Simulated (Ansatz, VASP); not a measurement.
**La in VASP and in Ansatz**

```
CELL_PARAMETERS angstrom
5.74531 0.00000 0.00000
-2.87265 4.97558 0.00000
0.00000 0.00000 3.43467
ATOMIC_POSITIONS crystal
La 0.00000 0.00000 0.00000
La 0.33333 0.66667 0.50000
La 0.66667 0.33333 0.50000
```

Change from the starting cell: volume scaled by 0.88, LAPW.

Alike in both runs: task single point; functional PBE; k mesh 7 × 7 × 9; occupations fermi-dirac, width 0.08 eV; no spin polarisation.

|  | VASP | Ansatz |
| --- | --- | --- |
| version | VASP 6.6.1 | Ansatz 0.2.0 |
| potentials or method | VASP PAW PBE potentials, release 64 (La), cutoff 500 eV | all-electron LAPW, scalar-relativistic |

```csv
,VASP,Ansatz,Ansatz less VASP
pressure (GPa),4.0,4.0,-0.03
```

Ansatz ran all-electron here, and VASP with PAW potentials.

Neither program's run includes spin-orbit coupling.
